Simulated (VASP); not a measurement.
# Si (I4/mmm) in VASP: a series of runs, part 2 of 2

VASP 6.6.1. The steps go on from the part before.

## Step 3: Single point, PBE+D3(BJ)

This run uses another cell than the first one, of the same volume but with other edges.

INCAR

```
SYSTEM = Si
  ALGO = Normal
  EDIFF = 1E-6
  ENCUT = 520
  GGA = PE
  ISIF = 2
  ISMEAR = 0
  IVDW = 12
  LASPH = .True.
  LCHARG = .False.
  LREAL = .False.
  LWAVE = .False.
  NBANDS = 8
  NELM = 60
  PREC = Accurate
  SIGMA = 0.15
```

KPOINTS

```
k-points
0
Gamma
  30 30 30
  0 0 0
```

POSCAR

```
Si
1.0
    0.0000000000      1.7413714832      2.2637829281
    1.7413714832      0.0000000000      2.2637829281
    1.7413714832      1.7413714832      0.0000000000
Si
1
Direct
    0.0000000000      0.0000000000      0.0000000000
```

Potentials or basis: VASP PAW PBE potentials, release 64 (Si).

On the command line:

```bash
$ cat potpaw_PBE.64/Si/POTCAR > POTCAR
$ mpirun -np 1 vasp_std > vasp.out
```

OUTCAR:

```text
SYSTEM = Si
   EDIFF = 1E-6
   ENCUT = 520
   GGA = PE
   ISIF = 2
   ISMEAR = 0
   IVDW = 12
   LASPH = .True.
   LREAL = .False.
   NELM = 60
   PREC = Accurate
 IVDW          = 12

 ion  position               nearest neighbor table
   1  0.000  0.000  0.000-

  LATTYP: Found a body centered tetragonal cell.
 ALAT       =     2.4626711687
 C/A-ratio  =     1.8384776310

  Lattice vectors:

 A1 = (  -1.7413714832,   0.0000000000,   2.2637829281)
 A2 = (   1.7413714832,   0.0000000000,   2.2637829281)
 A3 = (   0.0000000000,   1.7413714832,  -2.2637829281)

Analysis of symmetry for initial positions (statically):
=====================================================================
 Subroutine PRICEL returns:
 Original cell was already a primitive cell.

 Routine SETGRP: Setting up the symmetry group for a
 body centered tetragonal supercell.

 Subroutine GETGRP returns: Found 16 space group operations
 (whereof 16 operations were pure point group operations)
 out of a pool of 16 trial point group operations.

The static configuration has the point symmetry D_4h.

Analysis of symmetry for dynamics (positions and initial velocities):
=====================================================================
 Subroutine PRICEL returns:
 Original cell was already a primitive cell.

 Routine SETGRP: Setting up the symmetry group for a
 body centered tetragonal supercell.

 Subroutine GETGRP returns: Found 16 space group operations
 (whereof 16 operations were pure point group operations)
 out of a pool of 16 trial point group operations.

The dynamic configuration has the point symmetry D_4h.

 Subroutine INISYM returns: Found 16 space group operations
 (whereof 16 operations are pure point group operations),
 and found     1 'primitive' translations

----------------------------------------------------------------------------------------

                                     Primitive cell

  volume of cell :      13.7293

  direct lattice vectors                    reciprocal lattice vectors
     0.000000000  1.741371483  2.263782928    -0.287130003  0.287130003  0.220869233
     1.741371483  0.000000000  2.263782928     0.287130003 -0.287130003  0.220869233
     1.741371483  1.741371483  0.000000000     0.287130003  0.287130003 -0.220869233

  length of vectors
     2.856061587  2.856061587  2.462671169     0.462245061  0.462245061  0.462245061

  position of ions in fractional coordinates (direct lattice)
     0.000000000  0.000000000  0.000000000

  ion indices of the primitive-cell ions
   primitive index   ion index
                 1           1

----------------------------------------------------------------------------------------

 KPOINTS: k-points

Automatic generation of k-mesh.
 Grid dimensions read from file:
 generate k-points for:   30   30   30

 Generating k-lattice:

  Cartesian coordinates                     Fractional coordinates (reciprocal lattice)
    -0.009571000  0.009571000  0.007362308     0.033333333  0.000000000  0.000000000
     0.009571000 -0.009571000  0.007362308     0.000000000  0.033333333  0.000000000
     0.009571000  0.009571000 -0.007362308     0.000000000  0.000000000  0.033333333

  Length of vectors
     0.015408169  0.015408169  0.015408169

  Shift w.r.t. Gamma in fractional coordinates (k-lattice)
     0.000000000  0.000000000  0.000000000

 Subroutine IBZKPT returns following result:
 ===========================================

 Found   1992 irreducible k-points:

 Following reciprocal coordinates:
            Coordinates               Weight
  0.000000  0.000000  0.000000      1.000000
  0.033333  0.000000  0.000000      8.000000
  0.066667  0.000000  0.000000      8.000000
  0.100000  0.000000  0.000000      8.000000
  0.133333  0.000000  0.000000      8.000000
  0.166667  0.000000  0.000000      8.000000
[... 16 lines left out ...]
  0.233333  0.033333  0.000000      8.000000
  0.266667  0.033333  0.000000      8.000000
 [... further k-points ...]
   k-points           NKPTS =   1992   k-points in BZ     NKDIM =   1992   number of bands    NBANDS=      8
   number of dos      NEDOS =    301   number of ions     NIONS =      1
   total plane-waves  NPLWV =  10368
   dimension x,y,z NGX =    24 NGY =   24 NGZ =   18
   dimension x,y,z NGXF=    48 NGYF=   48 NGZF=   36
   ions per type =               1
   NGX,Y,Z   is equivalent  to a cutoff of  13.97, 13.97, 12.15 a.u.
   NGXF,Y,Z  is equivalent  to a cutoff of  27.94, 27.94, 24.30 a.u.
 SYSTEM =  Si
   PREC   = accura    normal or accurate (medium, high low for compatibility)
   ISTART =      0    job   : 0-new  1-cont  2-samecut
   ICHARG =      2    charge: 1-file 2-atom 10-const
   ISPIN  =      1    spin polarized calculation?
   LNONCOLLINEAR =      F non collinear calculations
   LSORBIT =      F    spin-orbit coupling
   LASPH  =      T    aspherical Exc in radial PAW
   ENCUT  =  520.0 eV  38.22 Ry    6.18 a.u.   5.31  5.31  4.58*2*pi/ulx,y,z
   NELM   =     60;   NELMIN=  2; NELMDL= -5     # of ELM steps
   EDIFF  = 0.1E-05   stopping-criterion for ELM
   LREAL  =      F    real-space projection
   EDIFFG = 0.1E-04   stopping-criterion for IOM
   NSW    =      0    number of steps for IOM
   IBRION =     -1    ionic relax: 0-MD 1-quasi-New 2-CG
   NFREE  =      0    steps in history (QN), initial steepest desc. (CG)
   ISIF   =      2    stress and relaxation
   ISYM   =      2    0-nonsym 1-usesym 2-fastsym
   POTIM  = 0.5000    time-step for ionic-motion
   TEBEG  =    0.0;   TEEND  =   0.0 temperature during run
   PSTRESS=    0.0 pullay stress
   NELECT =       4.0000    total number of electrons
   NUPDOWN=      -1.0000    fix difference up-down
   EMIN   =  10.00;   EMAX   =-10.00  energy-range for DOS
   EFERMI =   0.00;   METHOD = LEGACY
   ISMEAR =     0;   SIGMA  =   0.15  broadening in eV -4-tet -1-fermi 0-gaus
   EFERMI_NEDOS =   21; number of points for ismear=-14 and -15
   IALGO  =     38    algorithm
   IMIX   =      4    mixing-type and parameters
     AMIX     =   0.40;   BMIX     =  1.00
     AMIX_MAG =   1.60;   BMIX_MAG =  1.00
  volume/ion in A,a.u.               =      13.73        92.65
  Fermi-wavevector in a.u.,A,eV,Ry     =   1.085290  2.050900 16.025668  1.177853
  Thomas-Fermi vector in A             =   2.221400
   LORBIT       =      0    0 simple, 1 ext, 2 COOP (PROOUT), +10 PAW based schemes
   GGA     = PE    functional components
   LHFCALC =     F    Hartree Fock is set to
   AEXX    =    0.0000 exact exchange contribution
   IVDW    =    12    specifies the selected vdW correction
   LEPSILON=     F    determine dielectric tensor
   LRPA    =     F    only Hartree local field effects (RPA)
 non-spin polarized calculation
 Gauss-broadening in eV      SIGMA  =   0.15
  energy-cutoff  :      520.00
  volume of cell :       13.73
 maximum number of plane-waves:       397
 NGX is ok and might be reduce to    24

 number of electron       4.0000000 magnetization

 Free energy of the ion-electron system (eV)
  ---------------------------------------------------
  ext. energy  EPLUGINS =         0.00000000
  ---------------------------------------------------
  free energy    TOTEN  =        -4.87040349 eV

  energy without entropy =       -4.86559233  energy(sigma->0) =       -4.86799791

 E-fermi :  10.8236     XC(G=0): -11.3882

 val. band max:       10.8221327781   @ k =  -0.4000   0.1333   0.4333
 cond. band min:      10.8243709687   @ k =  -0.2000   0.4333   0.3000
 fundamental gap:      0.0022381905
 Fermi energy:        10.8236023140

 k-point     1 :       0.0000    0.0000    0.0000
  band No.  band energies     occupation
      1      -4.0889      2.00000
      2      20.5985      0.00000
      3      21.3177      0.00000
      4      22.5863      0.00000
      5      23.0752      0.00000
      6      23.0752      0.00000
      7      25.1916      0.00000
      8      25.1916      0.00000
[... 243 lines left out ...]
 k-point    24 :       0.2667    0.0333    0.0000
  band No.  band energies     occupation
      1      -2.1579      2.00000
      2      12.6014      0.00000
      3      16.3340      0.00000
      4      20.3202      0.00000
      5      21.9790      0.00000
      6      25.0255      0.00000
      7      29.0228      0.00000
      8      29.7970      0.00000

 [... further k-points ...]

------------------------ aborting loop because EDIFF is reached ----------------------------------------

 Edisp (eV)   -0.45242

 E8    (eV) :    -0.1849

  FORCE on cell =-STRESS in cart. coord.  units (eV):
  Direction    XX          YY          ZZ          XY          YZ          ZX
  --------------------------------------------------------------------------------------
  -------------------------------------------------------------------------------------
  Total       0.44088     0.44088     0.04075     0.00000     0.00000    -0.00000
  in kB      51.44952    51.44952     4.75512     0.00000     0.00000    -0.00000
  external pressure =       35.88 kB  Pullay stress =        0.00 kB

 VOLUME and BASIS-vectors are now :
 -----------------------------------------------------------------------------
  energy-cutoff  :      520.00
  volume of cell :       13.73
      direct lattice vectors                 reciprocal lattice vectors
     0.000000000  1.741371483  2.263782928    -0.287130003  0.287130003  0.220869233
     1.741371483  0.000000000  2.263782928     0.287130003 -0.287130003  0.220869233
     1.741371483  1.741371483  0.000000000     0.287130003  0.287130003 -0.220869233

 POSITION                                       TOTAL-FORCE (eV/Angst)
 -----------------------------------------------------------------------------------
      0.00000      0.00000      0.00000         0.000000      0.000000      0.000000
 -----------------------------------------------------------------------------------
    total drift:                                0.000000      0.000000     -0.000000

  FREE ENERGIE OF THE ION-ELECTRON SYSTEM (eV)
  ---------------------------------------------------
  free  energy   TOTEN  =        -5.3228210924 eV

  energy  without entropy=       -5.3180099262  energy(sigma->0) =       -5.32041551
```

OSZICAR:

```text
N       E                     dE             d eps       ncg     rms          rms(c)
DAV:   1    -0.239021344591E+01   -0.23902E+01   -0.18258E+03 34768   0.383E+02
DAV:   2    -0.488284143496E+01   -0.24926E+01   -0.23734E+01 47408   0.303E+01
DAV:   3    -0.489649366140E+01   -0.13652E-01   -0.13641E-01 36304   0.234E+00
DAV:   4    -0.489650627418E+01   -0.12613E-04   -0.12614E-04 50232   0.769E-02
DAV:   5    -0.489650627964E+01   -0.54606E-08   -0.47836E-08 36384   0.856E-04    0.313E+00
DAV:   6    -0.487968639772E+01    0.16820E-01   -0.55750E-03 38184   0.314E-01    0.176E+00
DAV:   7    -0.487044840349E+01    0.92380E-02   -0.10689E-02 40080   0.446E-01    0.137E-01
DAV:   8    -0.487040495609E+01    0.43447E-04   -0.13956E-04 43304   0.772E-02    0.145E-02
DAV:   9    -0.487040372531E+01    0.12308E-05   -0.37007E-06 40760   0.115E-02    0.103E-02
DAV:  10    -0.487040349372E+01    0.23159E-06   -0.27419E-07 23240   0.255E-03
   1 F= -.53228211E+01 E0= -.53204155E+01  d E =-.481117E-02
```

stdout:

```text
POSCAR found type information on POSCAR Si
 POSCAR found :  1 types and       1 ions
 scaLAPACK will be used
 LDA part: xc-table for (Slater+PW92), standard interpolation
 POSCAR, INCAR and KPOINTS ok, starting setup
 FFT: planning ... GRIDC
 FFT: planning ... GRID_SOFT
 FFT: planning ... GRID
 WAVECAR not read
 entering main loop
```

Run time: 3.2 min. Hardware: 1 thread of Intel Xeon 8259CL, shared host; peak memory 0.3 GiB.

What came out:

```
Free energy                : -5.3228 eV
Pressure                   : 3.6 GPa
Band gap on the k mesh     : zero (bands 2 and 3 overlap by 14.32 eV)
Dispersion energy per atom : -0.452 eV
```

Stress tensor (GPa, compression positive):
```
5.14 0.00 0.00
0.00 5.14 0.00
0.00 0.00 0.48
```

Levels at points of the mesh, in eV from the Fermi level:
| k point | band 1 | band 2 | band 3 | band 4 | band 5 | band 6 |
| --- | --- | --- | --- | --- | --- | --- |
| (0.00, 0.00, 0.00) | -14.91 | 9.77 | 10.49 | 11.76 | 12.25 | 12.25 |
| (0.50, 0.00, 0.00) | -7.46 | -7.15 | 4.91 | 6.93 | 13.02 | 14.56 |
| (0.50, 0.50, 0.00) | -8.44 | -7.41 | 6.50 | 7.22 | 7.22 | 11.28 |
| (0.50, 0.00, 0.50) | -4.17 | -2.18 | 0.97 | 3.75 | 4.21 | 5.39 |

Caveat: the cell stands under pressure.

## Step 4: Single point, PBE+D3(BJ)

This run uses another cell than the first one, of the same volume but with other edges.

INCAR

```
PREC = Accurate
ENCUT = 520
EDIFF = 1E-6
ISMEAR = 0
SIGMA = 0.15
LREAL = F
LASPH = T
NELM = 100
ALGO = Normal
ISIF = 2
LWAVE = F
LCHARG = T
GGA = PE
IVDW = 12
LELF = T
LVHAR = T
NBANDS = 8
```

KPOINTS

```
Automatic mesh
0
Gamma
  30 30 30
```

POSCAR

```
Si
1.0
    0.0000000000      1.9540841847      1.7977574499
    1.9540841847      0.0000000000      1.7977574499
    1.9540841847      1.9540841847      0.0000000000
Si
1
Direct
    0.0000000000      0.0000000000      0.0000000000
```

On the command line:

```bash
$ cat potpaw_PBE.64/Si/POTCAR > POTCAR
$ mpirun -np 1 vasp_std > vasp.out
```

Wall time 3.7 min (1 thread of Intel Xeon 8259CL, shared host); peak memory 0.3 GiB.

Results (log left out):

```yaml
Free_energy: -5.3344 eV
Pressure: -0.4 GPa
Band_gap_on_the_k_mesh: zero (bands 2 and 3 overlap by 15.30 eV)
Dispersion_energy_per_atom: -0.452 eV
```

Stress tensor (GPa, compression positive):
```
 0.18  0.00  0.00
 0.00  0.18  0.00
 0.00  0.00 -1.57
```

Levels at points of the mesh, in eV from the Fermi level:
| k point | band 1 | band 2 | band 3 | band 4 | band 5 |
| --- | --- | --- | --- | --- | --- |
| (0.00, 0.00, 0.00) | -14.99 | 11.64 | 11.84 | 11.84 | 11.85 |
| (0.50, 0.00, 0.00) | -7.77 | -7.32 | 8.01 | 9.73 | 9.98 |
| (0.50, 0.50, 0.00) | -4.76 | -3.17 | 2.24 | 2.24 | 3.64 |
| (0.50, 0.00, 0.50) | -6.04 | -5.25 | 3.56 | 4.33 | 4.69 |

## Step 5: Single point, PBE+D3(BJ)

This run uses another cell than the first one, of the same volume but with other edges.

INCAR is that of step 4.

KPOINTS

```
regular mesh
0
Gamma
  30 30 30
```

POSCAR

```
Si
1.0
    0.0000000000      1.8410898506      2.0251988356
    1.8410898506      0.0000000000      2.0251988356
    1.8410898506      1.8410898506      0.0000000000
Si
1
Direct
    0.0000000000      0.0000000000      0.0000000000
```

On the command line:

```bash
$ cat potpaw_PBE.64/Si/POTCAR > POTCAR
$ mpirun -np 1 vasp_std > vasp.out
```

Wall time 3.3 min (1 thread of Intel Xeon 8259CL, shared host); peak memory 0.29 GiB.

Results (log left out):

```
Free energy                : -5.3349 eV
Pressure                   : -0.2 GPa
Band gap on the k mesh     : zero (bands 2 and 3 overlap by 15.43 eV)
Dispersion energy per atom : -0.452 eV
```

Stress tensor (GPa, compression positive):
```
-0.32  0.00  0.00
 0.00 -0.32  0.00
 0.00  0.00  0.02
```

Levels at points of the mesh, in eV from the Fermi level:
```
           k point  band 1  band 2  band 3  band 4  band 5  band 6  band 7
(0.00, 0.00, 0.00)  -14.98   11.34   11.74   11.77   11.77   12.67   12.67
(0.50, 0.00, 0.00)   -7.76   -7.31    7.55    9.48   10.32   12.20   14.34
(0.50, 0.50, 0.00)   -6.47   -6.09    4.63    4.63    5.04    8.58   25.90
(0.50, 0.00, 0.50)   -5.16   -3.77    2.31    3.26    4.03    6.41   24.53
```

## Step 6: Single point, PBE+D3(BJ)

This run uses another cell than the first one, of the same volume but with other edges.

INCAR

```
SYSTEM = Si
ALGO = Normal
EDIFF = 1E-6
ENCUT = 520
GGA = PE
ISIF = 2
ISMEAR = 0
IVDW = 12
LASPH = .True.
LCHARG = .False.
LREAL = .False.
LWAVE = .False.
NBANDS = 8
NELM = 80
PREC = Accurate
SIGMA = 0.15
```

KPOINTS

```
k-points
0
Gamma
  30 30 30
  0 0 0
```

POSCAR

```
Si
1.0
    0.0000000000      2.1939905873      1.4260938818
    2.1939905873      0.0000000000      1.4260938818
    2.1939905873      2.1939905873      0.0000000000
Si
1
Direct
    0.0000000000      0.0000000000      0.0000000000
```

Potentials or basis: VASP PAW PBE potentials, release 64 (Si).

On the command line:

```bash
$ cat potpaw_PBE.64/Si/POTCAR > POTCAR
$ mpirun -np 1 vasp_std > vasp.out
```

It took 3.8 min on 1 thread of Intel Xeon 8259CL, shared host; peak memory 0.29 GiB.

It converged, with:

- Free energy: -5.3558 eV
- Pressure: 0.8 GPa
- Band gap on the k mesh: zero (bands 2 and 3 overlap by 15.62 eV)
- Dispersion energy per atom: -0.452 eV

Stress tensor (GPa, compression positive):
```
 2.79  0.00  0.00
 0.00  2.79  0.00
 0.00  0.00 -3.22
```

Levels at points of the mesh, in eV from the Fermi level:
| k point | band 1 | band 2 | band 3 | band 4 | band 5 | band 6 |
| --- | --- | --- | --- | --- | --- | --- |
| (0.00, 0.00, 0.00) | -14.83 | 11.47 | 11.78 | 11.78 | 12.83 | 13.65 |
| (0.50, 0.00, 0.00) | -6.76 | -6.71 | 5.39 | 7.05 | 7.79 | 9.92 |
| (0.50, 0.50, 0.00) | -1.32 | -1.32 | 0.62 | 1.24 | 1.71 | 3.82 |
| (0.50, 0.00, 0.50) | -7.66 | -7.15 | 7.03 | 9.04 | 10.04 | 11.07 |

Caveat: the stress differs along the axes, from -3 to 3 GPa.

## Step 7: Overview

| cell | gap on the mesh (eV) | pressure (GPa) |
| --- | --- | --- |
| a = 2.618, b = 2.618, c = 2.920 Å, angles 56.1, 56.1, 67.8°, 1 atom | none | 0.7 |
| a = 2.856, b = 2.856, c = 2.463 Å, angles 64.5, 64.5, 51.1°, 1 atom | none | 3.6 |
| a = 2.655, b = 2.655, c = 2.763 Å, angles 58.6, 58.6, 62.7°, 1 atom | none | -0.4 |
| a = 2.737, b = 2.737, c = 2.604 Å, angles 61.6, 61.6, 56.8°, 1 atom | none | -0.2 |
| a = 2.617, b = 2.617, c = 3.103 Å, angles 53.6, 53.6, 72.7°, 1 atom | none | 0.8 |

Alike in all rows: task single point; level PBE+D3(BJ); potentials or basis VASP PAW PBE potentials, release 64 (Si); no spin polarisation; k mesh 30 × 30 × 30; cutoff (eV) 520; smearing gaussian 0.15 eV.

Caveats: the cell stands under pressure (at least some runs); the stress differs along the axes, from -3 to 3 GPa (at least some runs).

Total energies depend on the potentials used, so only differences within one code and one set of settings carry meaning.
